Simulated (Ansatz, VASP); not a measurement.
Si5Sn in VASP and in Ansatz

```xyz
6
Lattice="4.7462 0.0000 0.0000 -2.3731 4.1103 0.0000 0.0000 0.0000 8.1622" Properties=species:S:1:pos:R:3 pbc="T T T"
Si    2.3731    0.0000    4.0811
Si   -1.1866    2.0552    4.0811
Si    1.1866    2.0552    4.0811
Si    0.0000    0.0000    5.4126
Si    0.0000    0.0000    2.7496
Sn    0.0000    0.0000    0.0000
```

Alike in both runs: functional PBE; k mesh 6 × 6 × 4; occupations gaussian, width 0.1 eV; no spin polarisation.

Ansatz relaxed the structure, and its values are those at the end. VASP's run is a single point on that final structure, the one shown.

|  | VASP | Ansatz |
| --- | --- | --- |
| version | VASP 6.6.1 | Ansatz 0.2.0 |
| potentials or method | VASP PAW PBE potentials, release 64 (Si, Sn_d), cutoff 520 eV | scalar-relativistic, plane waves, PAW |
| valence electrons in the cell | 34 | 34 |

```tsv
	VASP	Ansatz	Ansatz less VASP
gap on the k mesh at the Fermi level (eV)	none	none	-
pressure (GPa)	0.0	0.1	+0.06
rms of the force components (eV/Å)	0.005	0.004	-0.0015
```

A gap of «none» marks a metal or a gap that the smearing closes. With one functional, cell and mesh, what is left measures potentials, basis and numerics.
